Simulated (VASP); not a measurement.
Set up this calculation in VASP 6.6.1, as the native input.

| Item | Value |
| --- | --- |
| Task | single point |
| Functional | LDA |
| Potentials or basis | VASP PAW LDA potentials, release 64 (Re) |
| Cutoff | 520 eV |
| k mesh | 14 × 14 × 8 |
| Occupations | fermi-dirac, width 0.05 eV |
| Spin | no spin polarisation |
| Dipole correction | no |
| Further INCAR settings | ALGO = Normal; EDIFF = 1e-06; NBANDS = 14 |

The structure of Re lies in POSCAR:

```
Re
1.0
    2.7365675786      0.0000000000      0.0000000000
   -1.3682837893      2.3699370422      0.0000000000
    0.0000000000      0.0000000000      4.4212477281
Re
2
Direct
    0.3333333333      0.6666666667      0.2500000000
    0.6666666667      0.3333333333      0.7500000000
```

The input as run:

INCAR

```
ALGO     = Normal         # electronic algorithm
EDIFF    = 1E-6           # SCF threshold, eV
ENCUT    = 520            # plane-wave cutoff, eV
GGA      = CA             # functional
ISIF     = 2              # what is computed and relaxed
ISMEAR   = -1             # smearing method
LASPH    = T              # aspherical terms in the spheres
LCHARG   = F              # write CHGCAR
LREAL    = F              # projectors in reciprocal space
LWAVE    = F              # write WAVECAR
NBANDS   = 14             # bands
NELM     = 80             # most SCF steps
PREC     = Accurate       # precision mode
SIGMA    = 0.05           # smearing width, eV
```

KPOINTS

```
k-points
0
Gamma
  14 14 8
```

Potentials or basis: VASP PAW LDA potentials, release 64 (Re).

Command:

```console
$ cat potpaw_LDA.64/Re/POTCAR > POTCAR
$ mpirun -np 1 vasp_std > vasp.out
```

It gave:

The pressure is 1.5 GPa. The band gap on the k mesh is zero (bands 7 and 8 overlap by 3.40 eV).

Caveat: spin-orbit coupling is left out, which moves the levels of the heavy elements.

Run time: 33 s on 1 thread of Intel(R) Xeon(R) Platinum 8488C (Sapphire Rapids) (shared host), peak memory 0.15 GiB.
